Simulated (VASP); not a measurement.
Write the native input for VASP 6.6.1 that does the following.

* Task: relaxation of cell and atoms
* Functional: r2SCAN
* Potentials or basis: VASP PAW PBE potentials, release 64 (Mg, Si)
* Cutoff: 660 eV
* k mesh: 6 × 6 × 6
* Occupations: gaussian, width 0.01 eV
* Spin: no spin polarisation
* Target pressure: 4 GPa
* Dipole correction: no
* Further INCAR settings: ALGO = Normal; EDIFF = 1e-07; IBRION = 2; EDIFFG = -0.002; NSW = 100; ISIF = 3

Crystal: Mg2Si.

```
CELL_PARAMETERS angstrom
3.16925 3.16925 0.00000
-3.16925 3.16925 0.00000
0.00000 3.16925 3.16925
ATOMIC_POSITIONS crystal
Mg 0.25000 0.75000 0.50000
Mg 0.75000 0.25000 0.50000
Si 0.00000 0.00000 0.00000
```

One way to write it, as run:

POSCAR

```
Mg2Si
1.0
    3.1692463816      3.1692463816      0.0000000000
   -3.1692463816      3.1692463816      0.0000000000
    0.0000000000      3.1692463816      3.1692463816
Mg Si
2 1
Direct
    0.2500000000      0.7500000000      0.5000000000
    0.7500000000      0.2500000000      0.5000000000
    0.0000000000      0.0000000000      0.0000000000
```

INCAR.step1

```
SYSTEM = Mg2Si
PREC = Accurate
ENCUT = 660
ISMEAR = 0
SIGMA = 0.01
LREAL = .FALSE.
LASPH = .TRUE.
NELM = 120
GGA = PE
ALGO = Normal
EDIFF = 1E-5
LWAVE = .TRUE.
LCHARG = .FALSE.
GGA_COMPAT = .FALSE.
IBRION = 2
ISIF = 3
EDIFFG = -0.005
NELMIN = 4
NSW = 100
```

INCAR.step2

```
SYSTEM = Mg2Si
PREC = Accurate
ENCUT = 660
EDIFF = 1E-7
ISMEAR = 0
SIGMA = 0.01
LREAL = .FALSE.
LASPH = .TRUE.
NELM = 120
ALGO = Normal
ISIF = 3
LWAVE = .FALSE.
LCHARG = .FALSE.
METAGGA = R2SCAN
LMIXTAU = .TRUE.
IBRION = 2
NSW = 100
EDIFFG = -0.002
PSTRESS = 40.0
ISTART = 1
GGA_COMPAT = .FALSE.
NELMIN = 4
```

KPOINTS

```
Automatic mesh
0
G
  6 6 6
  0 0 0
```

Potentials or basis: VASP PAW PBE potentials, release 64 (Mg, Si).

Command:

```console
$ cat potpaw_PBE.64/Mg/POTCAR potpaw_PBE.64/Si/POTCAR > POTCAR
$ cp INCAR.step1 INCAR
$ mpirun -np 1 vasp_std > vasp.out
$ cp INCAR.step2 INCAR
$ mpirun -np 1 vasp_std > vasp.out
```

It gave:

```yaml
Relaxed_volume: 19.88 Å³/atom
Relaxed_cell: a = 4.385 Å, b = 4.385 Å, c = 4.385 Å, α = 60.00°, β = 60.00°, γ = 90.00°
Space_group_after_relaxing_to_0.1_Å: Fm-3m (No. 225)
Energy_change_on_relaxing_the_run_minimises_the_enthalpy: +14.5 meV/atom
Ionic_steps: 16
Pressure_after_relaxing: 4.0 GPa
Band_gap_on_the_k_mesh: 0.37 eV (least direct gap 2.50 eV)
```

Caveat: the cell is relaxed towards a set pressure, so the run minimises the enthalpy, not the energy; semilocal functionals underestimate gaps, and a narrow one can read as zero; the PAW data sets were made with another functional, which shifts forces and pressure a little.

It took 5.5 min on 1 thread of Intel(R) Xeon(R) 6975P-C (Granite Rapids), on a shared host, peak memory 0.28 GiB.
